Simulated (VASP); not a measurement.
HfO2, 6 atoms in the cell. The structure is tetragonal, space group P4_2/nmc (No. 137). The conventional cell has a = 3.392 Å, b = 3.392 Å, c = 5.944 Å, α = 90.00°, β = 90.00°, γ = 90.00°. Hf (site symmetry -4m2) has 8 O at 2.05 to 2.49 Å within 2.7 Å. Within 2.7 Å of O (site symmetry 2mm) lie 4 Hf at 2.05 to 2.49 Å and 4 O at 2.49 Å. 

- Program: VASP 6.6.1
- Task: single point
- Functional: PBE
- Potentials or basis: VASP PAW PBE potentials, release 64 (Hf_pv, O)
- Cutoff: 520 eV
- k mesh: 8 × 8 × 6
- Occupations: gaussian, width 0.05 eV
- Spin: no spin polarisation
- Dipole correction: no
- Further INCAR settings: ALGO = Normal; EDIFF = 1e-06; NBANDS = 31

Potentials or basis: VASP PAW PBE potentials, release 64 (Hf_pv, O).

The run is started by

```sh
$ cat potpaw_PBE.64/Hf_pv/POTCAR potpaw_PBE.64/O/POTCAR > POTCAR
$ mpirun -np 1 vasp_std > vasp.out
```

Hardware: 1 thread of Intel Xeon 6975P-C (shared host).

**Question.** Estimate the wall time of this run.

**Answer.** It took 3.1 min on 1 thread of Intel Xeon 6975P-C (shared host), peak memory 0.25 GiB. Counts: scf iterations 14, k points 60.
